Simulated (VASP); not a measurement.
A run of VASP 6.6.1 is set up as follows.

File INCAR:

```
SYSTEM = TiO
ALGO = Normal ; EDIFF = 1E-7
ENCUT = 520 ; GGA = PS
ISIF = 2 ; ISMEAR = 0
LASPH = .TRUE. ; LCHARG = .FALSE.
LREAL = .FALSE. ; LWAVE = .FALSE.
NBANDS = 36 ; NELM = 60
PREC = Accurate ; SIGMA = 0.1
```

File KPOINTS:

```
k-points
0
G
  6 6 8
  0 0 0
```

The input POSCAR:

```
TiO
1.0
    4.9563141390      0.0000000000      0.0000000000
   -2.4781570695      4.2922939535      0.0000000000
    0.0000000000      0.0000000000      2.8383938712
Ti O
3 3
Direct
    0.6666666667      0.3333333333      0.5000000000
    0.3333333333      0.6666666667      0.5000000000
    0.0000000000      0.0000000000      0.0000000000
    0.6051697085      0.6051697085      0.0000000000
    0.3948302915      0.0000000000      0.0000000000
    0.0000000000      0.3948302915      0.0000000000
```

Potentials or basis: VASP PAW PBE potentials, release 64 (Ti_sv, O).

Command:

```sh
$ cat potpaw_PBE.64/Ti_sv/POTCAR potpaw_PBE.64/O/POTCAR > POTCAR
$ mpirun -np 1 vasp_std > vasp.out
```

Question: Predict the pressure.

Answer: 0.8 GPa.

Question: Estimate the largest force.

Answer: 0.011 eV/Å.

Question: Predict the band gap on the k mesh.

Answer: Zero (bands 27 and 28 overlap by 1.53 eV).

Stress tensor (GPa, compression positive):
```
0.80 0.00 0.00
0.00 0.80 0.00
0.00 0.00 0.68
```

Caveat: the PAW data sets were made with another functional, which shifts forces and pressure a little; semilocal functionals often make such compounds metallic where correlation or magnetic order opens a gap, which also shifts bond lengths.
